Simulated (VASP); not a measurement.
InAs, 8 atoms in the cell. The cell holds a slab with vacuum, 8 atoms: a = 4.304 Å, b = 4.304 Å, c = 25.653 Å, α = 90.00°, β = 90.00°, γ = 90.00°. 

| Property | Result |
| --- | --- |
| Program | VASP 6.6.1 |
| Task | single point |
| Functional | PBEsol |
| Potentials or basis | VASP PAW PBE potentials, release 64 (As, In_d) |
| Cutoff | 400 eV |
| k mesh | 8 × 8 × 1 |
| Occupations | gaussian, width 0.1 eV |
| Spin | no spin polarisation |
| Dipole correction | yes |
| Further INCAR settings | ALGO = Normal; EDIFF = 1e-06; NBANDS = 46; NELMDL = -8 |

Potentials or basis: VASP PAW PBE potentials, release 64 (As, In_d).

Run with:

```sh
$ cat potpaw_PBE.64/As/POTCAR potpaw_PBE.64/In_d/POTCAR > POTCAR
$ mpirun -np 1 vasp_std > vasp.out
```

Hardware: 1 thread of Intel Xeon 8259CL, with other jobs on the host.

Problem. How long does it take, and how much memory?

Solution. Wall time 22 min on 1 thread of Intel Xeon 8259CL, with other jobs on the host, peak memory 0.54 GiB. Counts: scf iterations 31, k points 25.
